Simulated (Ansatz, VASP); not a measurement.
**One calculation of Cr, two programs**

```
CELL_PARAMETERS angstrom
-2.88920 2.88978 1.21047
2.88978 -2.88920 1.21047
1.76588 1.76588 -1.20941
ATOMIC_POSITIONS crystal
Cr 0.00002 0.99998 0.00000
Cr 0.74998 0.25002 0.50000
```

Alike in both runs: task single point; functional LDA; k mesh 17 × 17 × 15; occupations fermi-dirac, width 0.1 eV; no spin polarisation.

|  | VASP | Ansatz |
| --- | --- | --- |
| version | VASP 6.6.1 | Ansatz 0.2.0 |
| potentials or method | VASP PAW LDA potentials, release 64 (Cr_pv), cutoff 520 eV | plane waves (420 eV) with PAW, scalar-relativistic |
| valence electrons in the cell | 24 | 28 |

```tsv
	VASP	Ansatz	Ansatz less VASP
pressure (GPa)	-25.4	-25.4	+0.04
traceless stress, the component that is largest in VASP (GPa)	0.52	0.46	-0.067
```

Ansatz warns that its potentials were made for another functional, while VASP's fit it. LDA's correlation is that of Perdew and Zunger in VASP and of Perdew and Wang (1992) in Ansatz. VASP's potentials hold 24 valence electrons a cell and Ansatz's 28, so a difference there can come from the potentials and not from the codes.
